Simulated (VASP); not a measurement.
# AgCl (P2_1/m) in VASP: a series of runs

Runs on AgCl. Level: PBE. Tasks: single point.

Program: VASP 6.6.1. These are calculated values, not measurements. Logs are shortened: lines on timing, memory, paths and dates and some standing lists are left out, and cuts for length are marked.

## Step 1: The cell of the first run

Symmetry: P2_1/m, No. 11, monoclinic system. Conventional cell: a = 3.344 Å, b = 3.799 Å, c = 4.967 Å, α = 90.00°, β = 100.69°, γ = 90.00°. Within 3.2 Å of Ag (site symmetry m) lie 6 Cl at 2.42 to 2.65 Å and 2 Ag at 2.87 Å. Cl (site symmetry m) has 7 Ag at 2.42 to 3.42 Å and 8 Cl at 3.22 to 3.53 Å within 3.6 Å.

## Step 2: Single point, PBE

INCAR reads:

```
SYSTEM = AgCl
ALGO = Normal
EDIFF = 1E-6
ENCUT = 520
GGA = PE
ISIF = 2
ISMEAR = 0
LASPH = .True.
LCHARG = .False.
LREAL = .False.
LWAVE = .False.
NBANDS = 26
NELM = 60
PREC = Accurate
SIGMA = 0.05
```

KPOINTS reads:

```
k-points
0
Gamma
  8 8 6
  0 0 0
```

POSCAR reads:

```
AgCl
1.0
    3.3438568773      0.0000000000      0.0000000000
    0.0000000000      3.7994928994      0.0000000000
   -0.9212665616      0.0000000000      4.8803342114
Ag Cl
2 2
Direct
    0.1570000000      0.2500000000      0.2100000000
    0.8430000000      0.7500000000      0.7900000000
    0.3080000000      0.2500000000      0.7050000000
    0.6920000000      0.7500000000      0.2950000000
```

Potentials or basis: VASP PAW PBE potentials, release 64 (Ag, Cl).

Started as:

```bash
cat potpaw_PBE.64/Ag/POTCAR potpaw_PBE.64/Cl/POTCAR > POTCAR
mpirun -np 1 vasp_std > vasp.out
```

OUTCAR:

```text
SYSTEM = AgCl
   EDIFF = 1E-6
   ENCUT = 520
   GGA = PE
   ISIF = 2
   ISMEAR = 0
   LASPH = .True.
   LREAL = .False.
   NELM = 60
   PREC = Accurate

 ion  position               nearest neighbor table
   1  0.157  0.250  0.210-   3 2.42   4 2.54   4 2.54   4 2.59   4 2.59   3 2.65   2 2.87   2 2.87

   2  0.843  0.750  0.790-   4 2.42   3 2.54   3 2.54   3 2.59   3 2.59   4 2.65   1 2.87   1 2.87

   3  0.308  0.250  0.705-   1 2.42   2 2.54   2 2.54   2 2.59   2 2.59   1 2.65
   4  0.692  0.750  0.295-   2 2.42   1 2.54   1 2.54   1 2.59   1 2.59   2 2.65

  LATTYP: Found a simple monoclinic cell.
 ALAT       =     3.3438568773
 B/A-ratio  =     1.1362606232
 C/A-ratio  =     1.4852691218
 COS(beta)  =    -0.1854951143

  Lattice vectors:

 A1 = (   3.3438568773,   0.0000000000,   0.0000000000)
 A2 = (   0.0000000000,   3.7994928994,   0.0000000000)
 A3 = (  -0.9212665616,   0.0000000000,   4.8803342114)

Analysis of symmetry for initial positions (statically):
=====================================================================
 Subroutine PRICEL returns:
 Original cell was already a primitive cell.

 Routine SETGRP: Setting up the symmetry group for a
 simple monoclinic supercell.

 Subroutine GETGRP returns: Found  4 space group operations
 (whereof  2 operations were pure point group operations)
 out of a pool of  4 trial point group operations.

The static configuration has the point symmetry S_2 .
 The point group associated with its full space group is C_2h.

Analysis of symmetry for dynamics (positions and initial velocities):
=====================================================================
 Subroutine PRICEL returns:
 Original cell was already a primitive cell.

 Routine SETGRP: Setting up the symmetry group for a
 simple monoclinic supercell.

 Subroutine GETGRP returns: Found  4 space group operations
 (whereof  2 operations were pure point group operations)
 out of a pool of  4 trial point group operations.

The dynamic configuration has the point symmetry S_2 .
 The point group associated with its full space group is C_2h.

 Subroutine INISYM returns: Found  4 space group operations
 (whereof  2 operations are pure point group operations),
 and found     1 'primitive' translations

----------------------------------------------------------------------------------------

                                     Primitive cell

  volume of cell :      62.0045

  direct lattice vectors                    reciprocal lattice vectors
     3.343856877  0.000000000  0.000000000     0.299055862  0.000000000  0.056453135
     0.000000000  3.799492899  0.000000000     0.000000000  0.263193017  0.000000000
    -0.921266562  0.000000000  4.880334211     0.000000000  0.000000000  0.204904000

  length of vectors
     3.343856877  3.799492899  4.966527368     0.304337584  0.263193017  0.204904000

  position of ions in fractional coordinates (direct lattice)
     0.157000000  0.250000000  0.210000000
     0.843000000  0.750000000  0.790000000
     0.308000000  0.250000000  0.705000000
     0.692000000  0.750000000  0.295000000

  ion indices of the primitive-cell ions
   primitive index   ion index
                 1           1
                 2           2
                 3           3
                 4           4

----------------------------------------------------------------------------------------

 KPOINTS: k-points

Automatic generation of k-mesh.
 Grid dimensions read from file:
 generate k-points for:    8    8    6

 Generating k-lattice:

  Cartesian coordinates                     Fractional coordinates (reciprocal lattice)
     0.037381983  0.000000000  0.007056642     0.125000000  0.000000000  0.000000000
     0.000000000  0.032899127  0.000000000     0.000000000  0.125000000  0.000000000
     0.000000000  0.000000000  0.034150667     0.000000000  0.000000000  0.166666667

  Length of vectors
     0.038042198  0.032899127  0.034150667

  Shift w.r.t. Gamma in fractional coordinates (k-lattice)
     0.000000000  0.000000000  0.000000000

 Subroutine IBZKPT returns following result:
 ===========================================

 Found    130 irreducible k-points:

 Following reciprocal coordinates:
            Coordinates               Weight
  0.000000  0.000000  0.000000      1.000000
  0.125000  0.000000  0.000000      2.000000
  0.250000  0.000000  0.000000      2.000000
  0.375000  0.000000  0.000000      2.000000
  0.500000  0.000000  0.000000      1.000000
  0.000000  0.125000  0.000000      2.000000
[... 16 lines left out ...]
  0.250000  0.500000  0.000000      2.000000
  0.375000  0.500000  0.000000      2.000000
 [... further k-points ...]
   k-points           NKPTS =    130   k-points in BZ     NKDIM =    130   number of bands    NBANDS=     26
   number of dos      NEDOS =    301   number of ions     NIONS =      4
   total plane-waves  NPLWV =  31360
   dimension x,y,z NGX =    28 NGY =   28 NGZ =   40
   dimension x,y,z NGXF=    56 NGYF=   56 NGZF=   80
   ions per type =               2   2
   NGX,Y,Z   is equivalent  to a cutoff of  13.92, 12.25, 13.39 a.u.
   NGXF,Y,Z  is equivalent  to a cutoff of  27.84, 24.50, 26.78 a.u.
 SYSTEM =  AgCl
   PREC   = accura    normal or accurate (medium, high low for compatibility)
   ISTART =      0    job   : 0-new  1-cont  2-samecut
   ICHARG =      2    charge: 1-file 2-atom 10-const
   ISPIN  =      1    spin polarized calculation?
   LNONCOLLINEAR =      F non collinear calculations
   LSORBIT =      F    spin-orbit coupling
   LASPH  =      T    aspherical Exc in radial PAW
   ENCUT  =  520.0 eV  38.22 Ry    6.18 a.u.   6.22  7.06  9.23*2*pi/ulx,y,z
   NELM   =     60;   NELMIN=  2; NELMDL= -5     # of ELM steps
   EDIFF  = 0.1E-05   stopping-criterion for ELM
   LREAL  =      F    real-space projection
   EDIFFG = 0.1E-04   stopping-criterion for IOM
   NSW    =      0    number of steps for IOM
   IBRION =     -1    ionic relax: 0-MD 1-quasi-New 2-CG
   NFREE  =      0    steps in history (QN), initial steepest desc. (CG)
   ISIF   =      2    stress and relaxation
   ISYM   =      2    0-nonsym 1-usesym 2-fastsym
   POTIM  = 0.5000    time-step for ionic-motion
   TEBEG  =    0.0;   TEEND  =   0.0 temperature during run
   PSTRESS=    0.0 pullay stress
   NELECT =      36.0000    total number of electrons
   NUPDOWN=      -1.0000    fix difference up-down
   EMIN   =  10.00;   EMAX   =-10.00  energy-range for DOS
   EFERMI =   0.00;   METHOD = LEGACY
   ISMEAR =     0;   SIGMA  =   0.05  broadening in eV -4-tet -1-fermi 0-gaus
   EFERMI_NEDOS =   21; number of points for ismear=-14 and -15
   IALGO  =     38    algorithm
   IMIX   =      4    mixing-type and parameters
     AMIX     =   0.40;   BMIX     =  1.00
     AMIX_MAG =   1.60;   BMIX_MAG =  1.00
  volume/ion in A,a.u.               =      15.50       104.61
  Fermi-wavevector in a.u.,A,eV,Ry     =   1.365740  2.580874 25.378210  1.865246
  Thomas-Fermi vector in A             =   2.491942
   LORBIT       =      0    0 simple, 1 ext, 2 COOP (PROOUT), +10 PAW based schemes
   GGA     = PE    functional components
   LHFCALC =     F    Hartree Fock is set to
   AEXX    =    0.0000 exact exchange contribution
   IVDW    =     0    specifies the selected vdW correction
   LEPSILON=     F    determine dielectric tensor
   LRPA    =     F    only Hartree local field effects (RPA)
 non-spin polarized calculation
 Gauss-broadening in eV      SIGMA  =   0.05
  energy-cutoff  :      520.00
  volume of cell :       62.00
 maximum number of plane-waves:      1683
 NGX is ok and might be reduce to    28
   NGX = 13   NGY = 15   NGZ = 19

 number of electron      36.0000001 magnetization

 Free energy of the ion-electron system (eV)
  ---------------------------------------------------
  ext. energy  EPLUGINS =         0.00000000
  ---------------------------------------------------
  free energy    TOTEN  =        -8.91466376 eV

  energy without entropy =       -8.91466376  energy(sigma->0) =       -8.91466376

 E-fermi :   8.4175     XC(G=0): -11.7783

 val. band max:        8.1384061772   @ k =   0.5000   0.0000   0.5000
 cond. band min:       9.1087746530   @ k =   0.0000   0.0000   0.0000
 fundamental gap:      0.9703684758
 Fermi energy:         8.4175344902

 k-point     1 :       0.0000    0.0000    0.0000
  band No.  band energies     occupation
      1      -9.0629      2.00000
      2      -7.7606      2.00000
      3       1.3910      2.00000
      4       2.6389      2.00000
      5       3.4658      2.00000
      6       3.6856      2.00000
[... 18 lines left out ...]
     25      19.3047      0.00000
     26      19.8238      0.00000

 k-point     2 :       0.1250    0.0000    0.0000
  band No.  band energies     occupation
      1      -8.9559      2.00000
      2      -7.7287      2.00000
      3       1.4568      2.00000
      4       2.4782      2.00000
      5       2.7607      2.00000
      6       3.6358      2.00000
[... 18 lines left out ...]
     25      19.3214      0.00000
     26      19.3265      0.00000

 k-point     3 :       0.2500    0.0000    0.0000
  band No.  band energies     occupation
      1      -8.6631      2.00000
      2      -7.6704      2.00000
      3       1.6162      2.00000
      4       1.8362      2.00000
      5       2.1367      2.00000
      6       2.5887      2.00000
[... 18 lines left out ...]
     25      18.3730      0.00000
     26      18.5859      0.00000

 k-point     4 :       0.3750    0.0000    0.0000
  band No.  band energies     occupation
      1      -8.2749      2.00000
      2      -7.6838      2.00000
      3       1.1365      2.00000
      4       1.5414      2.00000
      5       1.8696      2.00000
      6       1.9045      2.00000
[... 18 lines left out ...]
     25      17.5394      0.00000
     26      18.5099      0.00000
[... 496 lines left out ...]
      1      -8.1339      2.00000
      2      -8.1339      2.00000
      3       1.4392      2.00000
      4       1.4392      2.00000
      5       2.4299      2.00000
      6       2.4299      2.00000
[... 18 lines left out ...]
     25      18.3973      0.00000
     26      18.3973      0.00000

 k-point    23 :       0.2500    0.5000    0.0000
  band No.  band energies     occupation
      1      -8.0342      2.00000
      2      -8.0342      2.00000
      3       1.4502      2.00000
      4       1.4502      2.00000
      5       2.5954      2.00000
      6       2.5954      2.00000
[... 18 lines left out ...]
     25      18.2549      0.00000
     26      18.2549      0.00000

 k-point    24 :       0.3750    0.5000    0.0000
  band No.  band energies     occupation
      1      -7.9306      2.00000
      2      -7.9306      2.00000
      3       1.3981      2.00000
      4       1.3981      2.00000
      5       2.7671      2.00000
      6       2.7671      2.00000
[... 18 lines left out ...]
     25      18.8321      0.00000
     26      18.8321      0.00000

 [... further k-points ...]

------------------------ aborting loop because EDIFF is reached ----------------------------------------

  FORCE on cell =-STRESS in cart. coord.  units (eV):
  Direction    XX          YY          ZZ          XY          YZ          ZX
  --------------------------------------------------------------------------------------
  -------------------------------------------------------------------------------------
  Total       11.7059226     12.4584153     13.6260433      0.0000000      0.0000000     -0.4136678
  in kB      302.4776901    321.9218855    352.0930591      0.0000000      0.0000000    -10.6890576
  external PRESSURE =     325.4975449 kB  Pullay stress =       0.0000000 kB

 VOLUME and BASIS-vectors are now :
 -----------------------------------------------------------------------------
  energy-cutoff  :      520.00
  volume of cell :       62.00
      direct lattice vectors                 reciprocal lattice vectors
     3.343856877  0.000000000  0.000000000     0.299055862  0.000000000  0.056453135
     0.000000000  3.799492899  0.000000000     0.000000000  0.263193017  0.000000000
    -0.921266562  0.000000000  4.880334211     0.000000000  0.000000000  0.204904000

 POSITION                                       TOTAL-FORCE (eV/Angst)
 -----------------------------------------------------------------------------------
      0.33152      0.94987      1.02487         0.036156     -0.000000     -1.187469
      2.09107      2.84962      3.85546        -0.036156      0.000000      1.187469
      0.38041      0.94987      3.44064         0.254146      0.000000      1.229539
      2.04218      2.84962      1.43970        -0.254146      0.000000     -1.229539
 -----------------------------------------------------------------------------------
    total drift:                               -0.000000     -0.000000      0.000000

  FREE ENERGIE OF THE ION-ELECTRON SYSTEM (eV)
  ---------------------------------------------------
  free  energy   TOTEN  =        -8.9146637609 eV

  energy  without entropy=       -8.9146637609  energy(sigma->0) =       -8.91466376
```

Wall time 1.7 min (1 thread of Intel Xeon Platinum 8488C (Sapphire Rapids), shared host); peak memory 0.29 GiB.

What came out:

| Property | Result |
| --- | --- |
| Free energy | -8.9147 eV |
| Pressure | 32.5 GPa |
| Largest force | 1.256 eV/Å |
| Band gap on the k mesh | 0.97 eV (least direct gap 2.33 eV) |

Forces in eV/Å, atoms in the order of the input:
```
Ag   0.036  0.000 -1.187
Ag  -0.036  0.000  1.187
Cl   0.254  0.000  1.230
Cl  -0.254  0.000 -1.230
```

Levels at points of the mesh, in eV from the valence-band top:
```csv
k point,band 16,band 17,band 18,band 19,band 20,band 21
"(0.00, 0.00, 0.00)",-2.29,-2.26,-2.13,0.97,2.92,7.54
"(0.50, 0.00, 0.00)",-1.51,-0.17,-0.01,3.84,4.93,5.33
"(0.00, 0.50, 0.00)",-1.68,-0.30,-0.30,5.09,5.09,6.21
"(0.50, 0.50, 0.00)",-2.58,-1.92,-1.92,2.69,2.69,7.12
"(0.00, 0.00, 0.50)",-2.14,-1.68,-1.44,3.70,5.30,5.76
"(0.50, 0.00, 0.50)",-0.35,-0.17,0.00,2.33,4.51,5.89
"(0.00, 0.50, 0.50)",-0.37,-0.13,-0.13,3.53,3.53,7.94
"(0.50, 0.50, 0.50)",-2.32,-1.64,-1.64,4.28,4.28,7.90
```

Caveat: the cell stands under pressure; forces of over 1 eV/Å act on the atoms, so gaps and moduli don't describe the material at rest. A k mesh can miss the band edges.

## Step 3: Single point, PBE

This run uses another cell than the first one, of 18.24 Å³/atom.

INCAR reads:

```
SYSTEM = AgCl
PREC = Accurate
ENCUT = 520
EDIFF = 1E-7
ISMEAR = 0
SIGMA = 0.05
LREAL = .False.
LASPH = .True.
NELM = 80
ALGO = Normal
ISIF = 2
LWAVE = .False.
LCHARG = .False.
GGA = PE
NBANDS = 26
```

KPOINTS reads:

```
Automatic mesh
0
Gamma
  8 8 6
  0 0 0
```

POSCAR reads:

```
AgCl
1.0
    3.5300000000      0.0000000000      0.0000000000
    0.0000000000      4.0110000000      0.0000000000
   -0.9725508841      0.0000000000      5.1520087129
Ag Cl
2 2
Direct
    0.1570000000      0.2500000000      0.2100000000
    0.8430000000      0.7500000000      0.7900000000
    0.3080000000      0.2500000000      0.7050000000
    0.6920000000      0.7500000000      0.2950000000
```

Potentials or basis: VASP PAW PBE potentials, release 64 (Ag, Cl).

Started as:

```bash
cat potpaw_PBE.64/Ag/POTCAR potpaw_PBE.64/Cl/POTCAR > POTCAR
mpirun -np 1 vasp_std > vasp.out
```

It took 2 min on 1 thread of Intel Xeon Platinum 8488C (Sapphire Rapids), shared host; peak memory 0.32 GiB.

The run converged. Its results:

| Quantity | Value |
| --- | --- |
| Free energy | -10.2712 eV |
| Pressure | 10.1 GPa |
| Largest force | 0.881 eV/Å |
| Band gap on the k mesh | 0.76 eV (least direct gap 2.41 eV) |

Forces on the atoms (eV/Å):
```
Ag   0.026  0.000 -0.586
Ag  -0.026  0.000  0.586
Cl   0.052  0.000  0.879
Cl  -0.052  0.000 -0.879
```

Stress tensor (GPa, compression positive):
```
 9.92  0.00  0.09
 0.00  9.32  0.00
 0.09  0.00 11.18
```

Levels at points of the mesh, in eV from the valence-band top:
| k point | band 15 | band 16 | band 17 | band 18 | band 19 | band 20 | band 21 | band 22 |
| --- | --- | --- | --- | --- | --- | --- | --- | --- |
| (0.00, 0.00, 0.00) | -2.16 | -1.80 | -1.76 | -1.65 | 0.76 | 3.15 | 7.94 | 9.31 |
| (0.50, 0.00, 0.00) | -1.61 | -1.18 | -0.12 | -0.01 | 3.75 | 5.31 | 5.39 | 7.04 |
| (0.00, 0.50, 0.00) | -1.35 | -1.35 | -0.23 | -0.23 | 4.60 | 4.60 | 6.58 | 6.58 |
| (0.50, 0.50, 0.00) | -2.10 | -2.10 | -1.49 | -1.49 | 2.83 | 2.83 | 7.23 | 7.23 |
| (0.00, 0.00, 0.50) | -2.02 | -1.75 | -1.32 | -1.16 | 3.28 | 4.62 | 6.18 | 8.16 |
| (0.50, 0.00, 0.50) | -0.34 | -0.25 | -0.12 | 0.00 | 2.79 | 4.71 | 6.14 | 6.52 |
| (0.00, 0.50, 0.50) | -0.29 | -0.29 | -0.09 | -0.09 | 3.74 | 3.74 | 7.78 | 7.78 |
| (0.50, 0.50, 0.50) | -1.81 | -1.81 | -1.23 | -1.23 | 4.13 | 4.13 | 7.66 | 7.66 |

Caveat: the cell stands under pressure; semilocal functionals underestimate gaps, and a narrow one can read as zero.
